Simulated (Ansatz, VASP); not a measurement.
# WS2: VASP beside Ansatz

```
W S
1.0
     1.57900    0.91164    5.85516
    -1.57900    0.91164    5.85516
     0.00000   -1.82327    5.85516
W S
1 2
Direct
  0.00000 0.00000 0.00000
  0.75030 0.75030 0.75030
  0.58100 0.58100 0.58100
```

Change from the starting cell: strain +0.000 along x and y, -0.050 along z, atoms carried along.

Alike in both runs: task single point; functional PBEsol; dispersion D3(BJ); k mesh 12 × 12 × 12; occupations gaussian, width 0.05 eV; no spin polarisation.

|  | VASP | Ansatz |
| --- | --- | --- |
| version | VASP 6.6.1 | Ansatz 0.2.0 |
| potentials or method | VASP PAW PBE potentials, release 64 (W_sv, S), cutoff 520 eV | scalar-relativistic, plane waves, PAW |
| valence electrons in the cell | 26 | 26 |

VASP gave:

| Property | Result |
| --- | --- |
| gap on the k mesh at the Fermi level (eV) | 0.44 |
| least direct gap on the mesh (eV) | 1.67 |
| pressure (GPa) | 5.7 |
| traceless stress, the component that is largest in VASP (GPa) | 7.63 |
| rms of the force components (eV/Å) | 0.824 |

Question: What did Ansatz give for the same quantities?

Answer: gap on the k mesh at the Fermi level (eV): 0.41; least direct gap on the mesh (eV): 1.66; pressure (GPa): 5.6; traceless stress, the component that is largest in VASP (GPa): 7.60; rms of the force components (eV/Å): 0.814.

VASP's potentials were made for PBE, not for PBEsol. Atom by atom the forces differ by 0.010 eV/Å (rms over components).

Spin-orbit coupling is off throughout.
